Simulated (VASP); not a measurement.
Runs of VASP 6.6.1 on TiSi2. The structure is that of space group Fddd (No. 70), or close to it. The cells are those of the table. 

```csv
task,level,potentials or basis,cell,k mesh,cutoff (eV),smearing,gap on the mesh (eV),pressure (GPa),largest force (eV/Å)
relaxation of cell and atoms,LDA,"VASP PAW LDA potentials, release 64 (Ti_sv, Si)","relaxed from a = 5.927, b = 4.887, c = 4.761 Å, angles 75.8, 53.1, 51.1°, 6 atoms",7 × 7 × 7,600,fermi-dirac 0.05 eV,none,0.0,-
single point,PBEsol,"VASP PAW PBE potentials, release 64 (Ti_sv, Si)","a = 5.847, b = 4.821, c = 4.696 Å, angles 75.8, 53.1, 51.1°, 6 atoms",7 × 7 × 7,520,fermi-dirac 0.05 eV,none,(c),0.08
single point,PBE,"VASP PAW PBE potentials, release 64 (Ti_sv, Si)","a = 5.806, b = 4.787, c = 4.663 Å, angles 75.8, 53.1, 51.1°, 6 atoms",7 × 7 × 7,520,fermi-dirac 0.05 eV,none,12.7,0.06
single point,LDA,"VASP PAW LDA potentials, release 64 (Ti_sv, Si)","a = 5.927, b = 4.887, c = 4.761 Å, angles 75.8, 53.1, 51.1°, 6 atoms",7 × 7 × 7,520,fermi-dirac 0.05 eV,none,-4.9,0.06
single point,PBE,"VASP PAW PBE potentials, release 64 (Ti_sv, Si)","a = 5.927, b = 4.887, c = 4.761 Å, angles 75.8, 53.1, 51.1°, 6 atoms",7 × 7 × 7,520,gaussian 0.012 eV,none,2.0,0.01
single point,PBE,"VASP PAW PBE potentials, release 64 (Ti_sv, Si)","a = 5.896, b = 4.850, c = 4.761 Å, angles 75.7, 52.8, 51.5°, 6 atoms",6 × 6 × 6,520,fermi-dirac 0.05 eV,none,3.9,0.09
single point,PBE,"VASP PAW PBE potentials, release 64 (Ti_sv, Si)","a = 5.950, b = 4.916, c = 4.773 Å, angles 75.8, 53.2, 51.0°, 6 atoms",7 × 7 × 7,520,fermi-dirac 0.05 eV,none,0.0,-
single point,PBEsol,"VASP PAW PBE potentials, release 64 (Ti_sv, Si)","a = 5.957, b = 4.924, c = 4.761 Å, angles 75.9, 53.3, 50.8°, 6 atoms",6 × 6 × 6,520,fermi-dirac 0.05 eV,none,-3.4,0.08
single point,PBE,"VASP PAW PBE potentials, release 64 (Ti_sv, Si)","a = 5.805, b = 4.739, c = 4.761 Å, angles 75.3, 52.2, 52.5°, 6 atoms",6 × 6 × 6,520,fermi-dirac 0.05 eV,none,10.4,0.14
single point,PBE,"VASP PAW PBE potentials, release 64 (Ti_sv, Si)","a = 6.005, b = 4.951, c = 4.823 Å, angles 75.8, 53.1, 51.1°, 6 atoms",7 × 7 × 7,520,fermi-dirac 0.05 eV,none,-3.4,-
single point,PBEsol,"VASP PAW PBE potentials, release 64 (Ti_sv, Si)","a = 5.866, b = 4.813, c = 4.761 Å, angles 75.6, 52.6, 51.8°, 6 atoms",6 × 6 × 6,520,fermi-dirac 0.05 eV,none,(b),0.14
single point,PBE,"VASP PAW PBE potentials, release 64 (Ti_sv, Si)","a = 5.866, b = 4.813, c = 4.761 Å, angles 75.6, 52.6, 51.8°, 6 atoms",6 × 6 × 6,520,fermi-dirac 0.05 eV,none,(a),(d)
```

Alike in all rows: no spin polarisation.

Task: Fill in the values left out.

Result: (a) 5.9; (b) 1.9; (c) 4.7; (d) 0.11.

Caveats: the PAW data sets were made with another functional, which shifts forces and pressure a little (some runs).

A gap of «none» marks levels without a gap at the run's occupations.
